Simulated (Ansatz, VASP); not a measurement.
## One calculation of Bi4Te3, two programs

```
CELL_PARAMETERS angstrom
2.25787 1.30358 14.20659
-2.25787 1.30358 14.20659
0.00000 -2.60716 14.20659
ATOMIC_POSITIONS crystal
Bi 0.71396 0.71396 0.71396
Bi 0.28604 0.28604 0.28604
Bi 0.14728 0.14728 0.14728
Bi 0.85272 0.85272 0.85272
Te 0.00000 0.00000 0.00000
Te 0.42037 0.42037 0.42037
Te 0.57963 0.57963 0.57963
```

Alike in both runs: functional PBE; k mesh 6 × 6 × 6; occupations gaussian, width 0.1 eV; no spin polarisation.

Ansatz relaxed the structure, and its values are those at the end. VASP's run is a single point on that final structure, the one shown.

```csv
,VASP,Ansatz
version,VASP 6.6.1,Ansatz 0.2.0
potentials or method,"VASP PAW PBE potentials, release 64 (Bi_d, Te), cutoff 520 eV","scalar-relativistic, plane waves, PAW"
valence electrons in the cell,78,108
```

Ansatz gave:

```
gap on the k mesh at the Fermi level (eV) : 0.21
least direct gap on the mesh (eV)         : 0.23
pressure (GPa)                            : 0.1
rms of the force components (eV/Å)        : 0.011
```

What did VASP give for the same quantities?

gap on the k mesh at the Fermi level (eV): 0.21; least direct gap on the mesh (eV): 0.22; pressure (GPa): 0.0; rms of the force components (eV/Å): 0.014.

The functional is the same, so the differences come from potentials, cutoffs and numerics. VASP's potentials hold 78 valence electrons a cell and Ansatz's 108, so a difference there can come from the potentials and not from the codes.

Spin-orbit coupling is off throughout.
